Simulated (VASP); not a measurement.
TaGaMo3:

```
Ta Ga Mo
1.0
     5.89141    0.00000    0.00000
    -2.94571    5.10211    0.00000
     0.00000    0.00000    7.07772
Ta Ga Mo
2 2 6
Direct
  0.00000 0.00000 0.25000
  0.00000 0.00000 0.75000
  0.33333 0.66667 0.25000
  0.66667 0.33333 0.75000
  0.50000 0.00000 0.00000
  0.00000 0.50000 0.00000
  0.50000 0.50000 0.00000
  0.50000 0.00000 0.50000
  0.00000 0.50000 0.50000
  0.50000 0.50000 0.50000
```

The cell was generated, and may not be a known phase.

| Property | Result |
| --- | --- |
| Program | VASP 6.6.1 |
| Task | relaxation of cell and atoms |
| Functional | PBE |
| Potentials or basis | VASP PAW PBE potentials, release 64 (Ta_pv, Ga_d, Mo_sv) |
| Cutoff | 600 eV |
| k mesh | 3 × 3 × 4 |
| Occupations | gaussian, width 0.1 eV |
| Spin | no spin polarisation |

At the start: pressure -17.6 GPa; volume 21.27 Å³/atom.

Question: How do energy, volume and symmetry change on relaxing?

Answer: Over 10 steps the energy falls by 556.6 meV/atom and the volume is 18.43 Å³/atom (-13.4 %); space group P6_3/mmc (No. 194, to 0.1 Å) before and after.

Step by step:
| step | energy change (eV) | largest force (eV/Å) | pressure (GPa) | volume (Å³) |
| --- | --- | --- | --- | --- |
| 1 | 0.0000 | 0.0000 | -17.62 | 212.75 |
| 2 | 1.7439 | 0.0000 | 60.73 | 147.45 |
| 3 | -2.8967 | 0.0000 | 3.80 | 180.56 |
| 4 | -2.9092 | 0.0000 | 5.39 | 179.06 |
| 5 | -4.4014 | 0.0000 | 3.77 | 179.85 |
| 6 | -5.4323 | 0.0000 | 6.42 | 178.07 |
| 7 | -5.4563 | 0.0000 | 5.24 | 178.63 |
| 8 | -5.4621 | 0.0000 | 5.91 | 178.32 |
| 9 | -5.0793 | 0.0000 | -10.67 | 197.89 |
| 10 | -5.5657 | 0.0000 | -0.15 | 184.27 |

Final structure:
```yaml
crystal:
  lattice:
    - [5.00587, 0.00000, 0.00000]
    - [-2.50294, 4.33521, 0.00000]
    - [0.00000, 0.00000, 8.49122]
  atoms:
    - { symbol: Ta, position: [0.00000, 0.00000, 0.25000] }
    - { symbol: Ta, position: [0.00000, 0.00000, 0.75000] }
    - { symbol: Ga, position: [0.33333, 0.66667, 0.25000] }
    - { symbol: Ga, position: [0.66667, 0.33333, 0.75000] }
    - { symbol: Mo, position: [0.50000, 0.00000, 0.00000] }
    - { symbol: Mo, position: [0.00000, 0.50000, 0.00000] }
    - { symbol: Mo, position: [0.50000, 0.50000, 0.00000] }
    - { symbol: Mo, position: [0.50000, 0.00000, 0.50000] }
    - { symbol: Mo, position: [0.00000, 0.50000, 0.50000] }
    - { symbol: Mo, position: [0.50000, 0.50000, 0.50000] }
```

Caveat: the k points lie up to 0.48 Å⁻¹ apart in the final cell, too coarse for converged energies and pressures of a metal; a cell axis changed by over 15 % at a fixed basis, so the end point is rough.
